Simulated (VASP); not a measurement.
A run of VASP 6.6.1 is set up as follows.

INCAR

```
PREC = Accurate
ENCUT = 520
EDIFF = 1E-7
ISMEAR = -1
SIGMA = 0.1
LREAL = F
LASPH = T
NELM = 100
ALGO = Normal
ISIF = 2
LWAVE = F
LCHARG = T
GGA = RE
LELF = T
LVHAR = T
NBANDS = 22
```

The input KPOINTS:

```
Automatic mesh
0
Gamma
  14 14 14
```

File POSCAR:

```
Bi
1.0
    2.3606965419      1.3629487839      4.2721566761
   -2.3606965419      1.3629487839      4.2721566761
    0.0000000000     -2.7258975678      4.2721566760
Bi
2
Direct
    0.2318384145      0.2318384145      0.2318384145
    0.7681615855      0.7681615855      0.7681615855
```

Potentials or basis: VASP PAW PBE potentials, release 64 (Bi_d).

Command:

```sh
$ cat potpaw_PBE.64/Bi_d/POTCAR > POTCAR
$ mpirun -np 1 vasp_std > vasp.out
```

(1) Predict the band gap on the k mesh.

(2) Predict the largest force.

(3) Estimate the pressure.

Results:

(1) zero (bands 15 and 16 overlap by 0.15 eV).

(2) 0.328 eV/Å.

(3) -2.5 GPa.

Caveat: the PAW data sets were made with another functional, which shifts forces and pressure a little; spin-orbit coupling is left out, which moves the levels of the heavy elements.
